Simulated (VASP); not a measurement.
# BAuI4 (F-43m) in VASP: single point with PBE

Aim: the single point of BAuI4 with PBE.

All numbers are computed with VASP 6.6.1; they aren't measurements. Logs are shortened: lines on timing, memory, paths and dates and some standing lists are left out, and cuts for length are marked.

## (1) The cell of the first run

The structure is cubic, space group F-43m (No. 216). The conventional cell has a = 9.242 Å, b = 9.242 Å, c = 9.242 Å, α = 90.00°, β = 90.00°, γ = 90.00°. B (site symmetry -43m) has 12 I at 3.83 Å and 4 Au at 4.00 Å within 5.0 Å. Au (site symmetry -43m) has 12 I at 3.83 Å and 4 B at 4.00 Å within 5.0 Å. Within 4.3 Å of I (site symmetry 3m) lie 6 I at 3.25 to 3.28 Å and 3 Au at 3.83 Å and 3 B at 3.83 Å.

The cell was built from a structure type or drawn by symmetry, and may not be a known phase.

## (2) Single point, PBE

The input, INCAR:

```
SYSTEM = BAuI4
PREC = Accurate
ENCUT = 520
EDIFF = 1E-6
ISMEAR = 0
SIGMA = 0.1
LREAL = .False.
LASPH = .True.
NELM = 60
ALGO = Normal
ISIF = 2
LWAVE = .False.
LCHARG = .False.
GGA = PE
NBANDS = 30
```

The input, KPOINTS:

```
Automatic mesh
0
Gamma
  4 4 4
  0 0 0
```

The input, POSCAR:

```
BAuI4
1.0
    0.0000000000      4.6211673300      4.6211673300
    4.6211673300      0.0000000000      4.6211673300
    4.6211673300      4.6211673300      0.0000000000
B Au I
1 1 4
Direct
    0.7500000000      0.7500000000      0.7500000000
    0.0000000000      0.0000000000      0.0000000000
    0.8765038300      0.3744987200      0.3744987200
    0.3744987200      0.3744987200      0.3744987200
    0.3744987200      0.8765038300      0.3744987200
    0.3744987200      0.3744987200      0.8765038300
```

Potentials or basis: VASP PAW PBE potentials, release 64 (B, Au, I).

The run is started by

```bash
$ cat potpaw_PBE.64/B/POTCAR potpaw_PBE.64/Au/POTCAR potpaw_PBE.64/I/POTCAR > POTCAR
$ mpirun -np 1 vasp_std > vasp.out
```

OUTCAR:

```text
SYSTEM = BAuI4
   PREC = Accurate
   ENCUT = 520
   EDIFF = 1E-6
   ISMEAR = 0
   LREAL = .False.
   LASPH = .True.
   NELM = 60
   ISIF = 2
   GGA = PE

 ion  position               nearest neighbor table
   1  0.750  0.750  0.750-
   2  0.000  0.000  0.000-
   3  0.877  0.374  0.374-   4 3.25   5 3.25   6 3.25   5 3.28   6 3.28   4 3.28
   4  0.374  0.374  0.374-   3 3.25   5 3.25   6 3.25   3 3.28   5 3.28   6 3.28
   5  0.374  0.877  0.374-   3 3.25   4 3.25   6 3.25   3 3.28   6 3.28   4 3.28
   6  0.374  0.374  0.877-   3 3.25   4 3.25   5 3.25   5 3.28   3 3.28   4 3.28

  LATTYP: Found a face centered cubic cell.
 ALAT       =     9.2423346600

  Lattice vectors:

 A1 = (   0.0000000000,   4.6211673300,   4.6211673300)
 A2 = (   4.6211673300,   0.0000000000,   4.6211673300)
 A3 = (   4.6211673300,   4.6211673300,   0.0000000000)

Analysis of symmetry for initial positions (statically):
=====================================================================
 Subroutine PRICEL returns:
 Original cell was already a primitive cell.

 Routine SETGRP: Setting up the symmetry group for a
 face centered cubic supercell.

 Subroutine GETGRP returns: Found 24 space group operations
 (whereof 24 operations were pure point group operations)
 out of a pool of 48 trial point group operations.

The static configuration has the point symmetry T_d .

Analysis of symmetry for dynamics (positions and initial velocities):
=====================================================================
 Subroutine PRICEL returns:
 Original cell was already a primitive cell.

 Routine SETGRP: Setting up the symmetry group for a
 face centered cubic supercell.

 Subroutine GETGRP returns: Found 24 space group operations
 (whereof 24 operations were pure point group operations)
 out of a pool of 48 trial point group operations.

The dynamic configuration has the point symmetry T_d .

 Subroutine INISYM returns: Found 24 space group operations
 (whereof 24 operations are pure point group operations),
 and found     1 'primitive' translations

----------------------------------------------------------------------------------------

                                     Primitive cell

  volume of cell :     197.3718

  direct lattice vectors                    reciprocal lattice vectors
     0.000000000  4.621167330  4.621167330    -0.108197770  0.108197770  0.108197770
     4.621167330  0.000000000  4.621167330     0.108197770 -0.108197770  0.108197770
     4.621167330  4.621167330  0.000000000     0.108197770  0.108197770 -0.108197770

  length of vectors
     6.535317512  6.535317512  6.535317512     0.187404035  0.187404035  0.187404035

  position of ions in fractional coordinates (direct lattice)
     0.750000000  0.750000000  0.750000000
     0.000000000  0.000000000  0.000000000
     0.876503830  0.374498720  0.374498720
     0.374498720  0.374498720  0.374498720
     0.374498720  0.876503830  0.374498720
     0.374498720  0.374498720  0.876503830

  ion indices of the primitive-cell ions
   primitive index   ion index
                 1           1
                 2           2
                 3           3
                 4           4
                 5           5
                 6           6

----------------------------------------------------------------------------------------

 KPOINTS: Automatic mesh

Automatic generation of k-mesh.
 Grid dimensions read from file:
 generate k-points for:    4    4    4

 Generating k-lattice:

  Cartesian coordinates                     Fractional coordinates (reciprocal lattice)
    -0.027049443  0.027049443  0.027049443     0.250000000  0.000000000  0.000000000
     0.027049443 -0.027049443  0.027049443     0.000000000  0.250000000  0.000000000
     0.027049443  0.027049443 -0.027049443     0.000000000  0.000000000  0.250000000

  Length of vectors
     0.046851009  0.046851009  0.046851009

  Shift w.r.t. Gamma in fractional coordinates (k-lattice)
     0.000000000  0.000000000  0.000000000

 Subroutine IBZKPT returns following result:
 ===========================================

 Found      8 irreducible k-points:

 Following reciprocal coordinates:
            Coordinates               Weight
  0.000000  0.000000  0.000000      1.000000
  0.250000  0.000000  0.000000      8.000000
  0.500000  0.000000  0.000000      4.000000
  0.250000  0.250000  0.000000      6.000000
  0.500000  0.250000  0.000000     24.000000
 -0.250000  0.250000  0.000000     12.000000
  0.500000  0.500000  0.000000      3.000000
 -0.250000  0.500000  0.250000      6.000000
   k-points           NKPTS =      8   k-points in BZ     NKDIM =      8   number of bands    NBANDS=     30
   number of dos      NEDOS =    301   number of ions     NIONS =      6
   total plane-waves  NPLWV = 125000
   dimension x,y,z NGX =    50 NGY =   50 NGZ =   50
   dimension x,y,z NGXF=   100 NGYF=  100 NGZF=  100
   ions per type =               1   1   4
   NGX,Y,Z   is equivalent  to a cutoff of  12.72, 12.72, 12.72 a.u.
   NGXF,Y,Z  is equivalent  to a cutoff of  25.44, 25.44, 25.44 a.u.
 SYSTEM =  BAuI4
   PREC   = accura    normal or accurate (medium, high low for compatibility)
   ISTART =      0    job   : 0-new  1-cont  2-samecut
   ICHARG =      2    charge: 1-file 2-atom 10-const
   ISPIN  =      1    spin polarized calculation?
   LNONCOLLINEAR =      F non collinear calculations
   LSORBIT =      F    spin-orbit coupling
   LASPH  =      T    aspherical Exc in radial PAW
   ENCUT  =  520.0 eV  38.22 Ry    6.18 a.u.  12.15 12.15 12.15*2*pi/ulx,y,z
   NELM   =     60;   NELMIN=  2; NELMDL= -5     # of ELM steps
   EDIFF  = 0.1E-05   stopping-criterion for ELM
   LREAL  =      F    real-space projection
   EDIFFG = 0.1E-04   stopping-criterion for IOM
   NSW    =      0    number of steps for IOM
   IBRION =     -1    ionic relax: 0-MD 1-quasi-New 2-CG
   NFREE  =      0    steps in history (QN), initial steepest desc. (CG)
   ISIF   =      2    stress and relaxation
   ISYM   =      2    0-nonsym 1-usesym 2-fastsym
   POTIM  = 0.5000    time-step for ionic-motion
   TEBEG  =    0.0;   TEEND  =   0.0 temperature during run
   PSTRESS=    0.0 pullay stress
   NELECT =      42.0000    total number of electrons
   NUPDOWN=      -1.0000    fix difference up-down
   EMIN   =  10.00;   EMAX   =-10.00  energy-range for DOS
   EFERMI =   0.00;   METHOD = LEGACY
   ISMEAR =     0;   SIGMA  =   0.10  broadening in eV -4-tet -1-fermi 0-gaus
   EFERMI_NEDOS =   21; number of points for ismear=-14 and -15
   IALGO  =     38    algorithm
   IMIX   =      4    mixing-type and parameters
     AMIX     =   0.40;   BMIX     =  1.00
     AMIX_MAG =   1.60;   BMIX_MAG =  1.00
  volume/ion in A,a.u.               =      32.90       221.99
  Fermi-wavevector in a.u.,A,eV,Ry     =   0.977379  1.846978 12.997227  0.955269
  Thomas-Fermi vector in A             =   2.108072
   LORBIT       =      0    0 simple, 1 ext, 2 COOP (PROOUT), +10 PAW based schemes
   GGA     = PE    functional components
   LHFCALC =     F    Hartree Fock is set to
   AEXX    =    0.0000 exact exchange contribution
   IVDW    =     0    specifies the selected vdW correction
   LEPSILON=     F    determine dielectric tensor
   LRPA    =     F    only Hartree local field effects (RPA)
 non-spin polarized calculation
 Gauss-broadening in eV      SIGMA  =   0.10
  energy-cutoff  :      520.00
  volume of cell :      197.37
 maximum number of plane-waves:      5360
 NGX is ok and might be reduce to    50
   NGX = 25   NGY = 25   NGZ = 25

 number of electron      42.0000003 magnetization

 Free energy of the ion-electron system (eV)
  ---------------------------------------------------
  ext. energy  EPLUGINS =         0.00000000
  ---------------------------------------------------
  free energy    TOTEN  =        -6.86198503 eV

  energy without entropy =       -6.84444020  energy(sigma->0) =       -6.85321261

 E-fermi :   3.9522     XC(G=0):  -8.8240

 val. band max:        3.9082602876   @ k =  -0.2500   0.5000   0.2500
 cond. band min:       4.0367992090   @ k =   0.5000   0.2500   0.0000
 fundamental gap:      0.1285389214
 Fermi energy:         3.9521879445

 k-point     1 :       0.0000    0.0000    0.0000
  band No.  band energies     occupation
      1     -10.4792      2.00000
      2      -8.1859      2.00000
      3      -8.1859      2.00000
      4      -8.1859      2.00000
      5      -2.8260      2.00000
      6      -1.5526      2.00000
[... 22 lines left out ...]
     29       8.6080      0.00000
     30       9.5058      0.00000

 k-point     2 :       0.2500    0.0000    0.0000
  band No.  band energies     occupation
      1     -10.3081      2.00000
      2      -8.5755      2.00000
      3      -8.2023      2.00000
      4      -8.2023      2.00000
      5      -2.2867      2.00000
      6      -1.7158      2.00000
[... 22 lines left out ...]
     29       8.8366      0.00000
     30      10.2128      0.00000

 k-point     3 :       0.5000    0.0000    0.0000
  band No.  band energies     occupation
      1     -10.0473      2.00000
      2      -9.0253      2.00000
      3      -8.2185      2.00000
      4      -8.2185      2.00000
      5      -2.0867      2.00000
      6      -1.4380      2.00000
[... 22 lines left out ...]
     29       9.3231      0.00000
     30      10.2170      0.00000

 k-point     4 :       0.2500    0.2500    0.0000
  band No.  band energies     occupation
      1     -10.2394      2.00000
      2      -8.6867      2.00000
      3      -8.2207      2.00000
      4      -8.2207      2.00000
      5      -2.0711      2.00000
      6      -1.7684      2.00000
[... 22 lines left out ...]
     29       8.6648      0.00000
     30      10.7245      0.00000

 k-point     5 :       0.5000    0.2500    0.0000
  band No.  band energies     occupation
      1      -9.9197      2.00000
      2      -9.1783      2.00000
      3      -8.2516      2.00000
      4      -8.2367      2.00000
      5      -1.9291      2.00000
      6      -1.2662      2.00000
[... 22 lines left out ...]
     29       9.3040      0.00000
     30      10.7263      0.00000

 k-point     6 :      -0.2500    0.2500    0.0000
  band No.  band energies     occupation
      1     -10.0547      2.00000
      2      -8.9934      2.00000
      3      -8.2489      2.00000
      4      -8.2186      2.00000
      5      -1.8506      2.00000
      6      -1.6011      2.00000
[... 22 lines left out ...]
     29       9.4021      0.00000
     30      10.8728      0.00000

 k-point     7 :       0.5000    0.5000    0.0000
  band No.  band energies     occupation
      1      -9.5991      2.00000
      2      -9.5451      2.00000
      3      -8.2545      2.00000
      4      -8.2545      2.00000
      5      -2.0246      2.00000
      6      -0.9778      2.00000
[... 22 lines left out ...]
     29       8.9074      0.00000
     30      11.1550      0.00000

 k-point     8 :      -0.2500    0.5000    0.2500
  band No.  band energies     occupation
      1      -9.5979      2.00000
      2      -9.5432      2.00000
      3      -8.2588      2.00000
      4      -8.2580      2.00000
      5      -1.8955      2.00000
      6      -0.6343      2.00000
[... 22 lines left out ...]
     29       9.6434      0.00000
     30      11.1606      0.00000

------------------------ aborting loop because EDIFF is reached ----------------------------------------

  FORCE on cell =-STRESS in cart. coord.  units (eV):
  Direction    XX          YY          ZZ          XY          YZ          ZX
  --------------------------------------------------------------------------------------
  -------------------------------------------------------------------------------------
  Total        2.4846513      2.4846513      2.4846513     -0.0000000     -0.0000000     -0.0000000
  in kB       20.1693054     20.1693054     20.1693054     -0.0000000     -0.0000000     -0.0000000
  external PRESSURE =      20.1693054 kB  Pullay stress =       0.0000000 kB

 VOLUME and BASIS-vectors are now :
 -----------------------------------------------------------------------------
  energy-cutoff  :      520.00
  volume of cell :      197.37
      direct lattice vectors                 reciprocal lattice vectors
     0.000000000  4.621167330  4.621167330    -0.108197770  0.108197770  0.108197770
     4.621167330  0.000000000  4.621167330     0.108197770 -0.108197770  0.108197770
     4.621167330  4.621167330  0.000000000     0.108197770  0.108197770 -0.108197770

 POSITION                                       TOTAL-FORCE (eV/Angst)
 -----------------------------------------------------------------------------------
      6.93175      6.93175      6.93175         0.000000     -0.000000     -0.000000
      0.00000      0.00000      0.00000         0.000000     -0.000000     -0.000000
      3.46124      5.78109      5.78109        -0.108905      0.108905      0.108905
      3.46124      3.46124      3.46124        -0.108905     -0.108905     -0.108905
      5.78109      3.46124      5.78109         0.108905     -0.108905      0.108905
      5.78109      5.78109      3.46124         0.108905      0.108905     -0.108905
 -----------------------------------------------------------------------------------
    total drift:                                0.000048      0.000048      0.000048

  FREE ENERGIE OF THE ION-ELECTRON SYSTEM (eV)
  ---------------------------------------------------
  free  energy   TOTEN  =        -6.8619850258 eV

  energy  without entropy=       -6.8444402004  energy(sigma->0) =       -6.85321261
```

Run time: 75 s. Hardware: 1 thread of Intel Xeon Platinum 8259CL at 2.50GHz (Skylake/Cascade Lake), shared host; peak memory 0.35 GiB.

What came out:

```
Free energy            : -6.8620 eV
Pressure               : 2.0 GPa
Largest force          : 0.189 eV/Å
Band gap on the k mesh : zero (bands 21 and 22 overlap by 0.41 eV)
```

Forces on the atoms (eV/Å):
```
B    0.000  0.000  0.000
Au   0.000  0.000  0.000
I   -0.109  0.109  0.109
I   -0.109 -0.109 -0.109
I    0.109 -0.109  0.109
I    0.109  0.109 -0.109
```

Caveat: spin-orbit coupling is left out, which moves the levels of the heavy elements.
